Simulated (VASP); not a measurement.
Crystal: HfC.

```xyz
2
Lattice="0.0000 2.3171 2.3171 2.3171 0.0000 2.3171 2.3171 2.3171 0.0000" Properties=species:S:1:pos:R:3 pbc="T T T"
Hf    0.0000    0.0000    0.0000
C     2.3171    2.3171    2.3171
```

Base run:

* Program: VASP 6.6.1
* Functional: PBE
* Potentials or basis: VASP PAW PBE potentials, release 64 (Hf_pv, C)
* Cutoff: 520 eV
* k mesh: 14 × 14 × 14
* Occupations: fermi-dirac, width 0.05 eV
* Spin: no spin polarisation

Its results: band gap on the k mesh zero (bands 7 and 8 overlap by 1.42 eV); pressure 2.0 GPa.

Task: The run is repeated on the same cell with these changes: functional from PBE to PBEsol. What comes out?

Result: Band gap on the k mesh zero (bands 7 and 8 overlap by 1.44 eV); pressure -4.7 GPa.

PBEsol binds more tightly than PBE, so the same cell stands under less pressure.

Caveats: spin-orbit coupling is left out, which moves the levels of the heavy elements; the cell stands under tension (at least some runs); the PAW data sets were made with another functional, which shifts forces and pressure a little (at least some runs).
